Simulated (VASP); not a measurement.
Runs of VASP 6.6.1 on SnSe. The structure is that of space group Fm-3m (No. 225), or close to it. The cells are those of the table. 

```tsv
cell	gap on the mesh (eV)	pressure (GPa)
a = 4.140 Å, angles 60.0°, 2 atoms	1.04	2.5
a = 4.180 Å, angles 60.0°, 2 atoms	(b)	0.7
a = 4.219 Å, angles 60.0°, 2 atoms	(a)	-0.9
a = 4.331 Å, angles 60.0°, 2 atoms	(d)	-4.4
a = 4.294 Å, angles 60.0°, 2 atoms	0.53	-3.4
a = 4.367 Å, angles 60.0°, 2 atoms	0.33	(c)
```

Alike in all rows: task single point; level PBEsol; potentials or basis VASP PAW PBE potentials, release 64 (Sn_d, Se); no spin polarisation; k mesh 6 × 6 × 6; cutoff (eV) 500; smearing gaussian 0.01 eV.

Question: Fill in the values left out.

Answer: (a) 0.77; (b) 0.90; (c) -5.3; (d) 0.43.

Caveats: the PAW data sets were made with another functional, which shifts forces and pressure a little; spin-orbit coupling is left out, which moves the levels of the heavy elements.

A k mesh can miss the band edges, and the runs leave out spin-orbit coupling on Se, Sn.
